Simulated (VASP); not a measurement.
Here is a VASP 6.6.1 calculation.

INCAR

```
SYSTEM = ZnO
ALGO = Normal ; EDIFF = 1E-8
ENCUT = 520 ; GGA = PE
ISIF = 2 ; ISMEAR = 0
LASPH = .True. ; LCHARG = .False.
LEPSILON = .True. ; LREAL = .False.
LWAVE = .False. ; NELM = 60
PREC = Accurate ; SIGMA = 0.01
```

The input KPOINTS:

```
k-points
0
Gamma
  8 8 8
  0 0 0
```

Contents of POSCAR:

```
ZnO
1.0
    0.0000000000      2.1337703972      2.1337703972
    2.1337703972      0.0000000000      2.1337703972
    2.1337703972      2.1337703972      0.0000000000
Zn O
1 1
Direct
    0.0000000000      0.0000000000      0.0000000000
    0.5000000000      0.5000000000      0.5000000000
```

Potentials or basis: VASP PAW PBE potentials, release 64 (Zn, O).

Launch:

```bash
$ cat potpaw_PBE.64/Zn/POTCAR potpaw_PBE.64/O/POTCAR > POTCAR
$ mpirun -np 1 vasp_std > vasp.out
```

Estimate the electronic dielectric tensor (diagonal).

5.40.

Predict the Born charges (mean of the diagonal).

Zn +2.40; O -2.40 e.

What does it give for the band gap on the k mesh?

0.92 eV, indirect (least direct gap 2.32 eV).

Electronic dielectric tensor:
```
5.40 0.00 0.00
0.00 5.40 0.00
0.00 0.00 5.40
```

A k mesh can miss the band edges. Expect the measured gap to be larger: semilocal functionals such as PBE lack the derivative discontinuity.
